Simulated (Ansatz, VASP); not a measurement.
# One calculation of C19O, two programs

```
C O
1.0
     7.39800    0.00000    0.00000
    -3.69900    6.40686    0.00000
     0.00000    0.00000   11.00000
C O
19 1
Cartesian
  0.0860 -0.0770 0.8073
  1.3153 0.6325 0.8094
  -1.1361 2.0479 0.8084
  0.0860 2.7535 0.8093
  -2.3835 4.1794 0.8032
  -1.1363 4.8998 0.8074
  2.5626 -0.0877 0.8094
  3.7849 0.6177 0.8097
  1.3151 2.0437 0.8097
  2.5626 2.7641 0.8069
  0.0857 4.1940 0.8089
  1.3151 4.9039 0.8083
  5.0142 -0.0918 0.8091
  6.2618 0.6283 0.8088
  3.7849 2.0584 0.8071
  5.0145 2.7681 0.8045
  2.5626 4.1837 0.8044
  3.7847 4.8895 0.8032
  -3.2003 4.2337 3.9903
  -3.7318 3.2385 4.1247
```

Alike in both runs: functional PBE; dispersion D3(BJ); k mesh 2 × 2 × 1; occupations fermi-dirac, width 0.02 eV; no spin polarisation.

Ansatz relaxed the structure, and its values are those at the end. VASP's run is a single point on that final structure, the one shown.

|  | VASP | Ansatz |
| --- | --- | --- |
| version | VASP 6.6.1 | Ansatz 0.2.0 |
| potentials or method | VASP PAW PBE potentials, release 64 (C, O), cutoff 520 eV | scalar-relativistic, plane waves, PAW |
| valence electrons in the cell | 82 | 82 |

VASP gave:

```
rms of the force components (eV/Å) : 0.163
```

**Question.** Estimate Ansatz's values.

**Answer.** rms of the force components (eV/Å): 0.006.

One of these differences is far larger than is usual between the two programs; its cause wasn't traced.

The k mesh is coarse, so the values compare programs but aren't converged. Noted on VASP's run: the standard files for N, O and F lose accuracy on very short bonds.
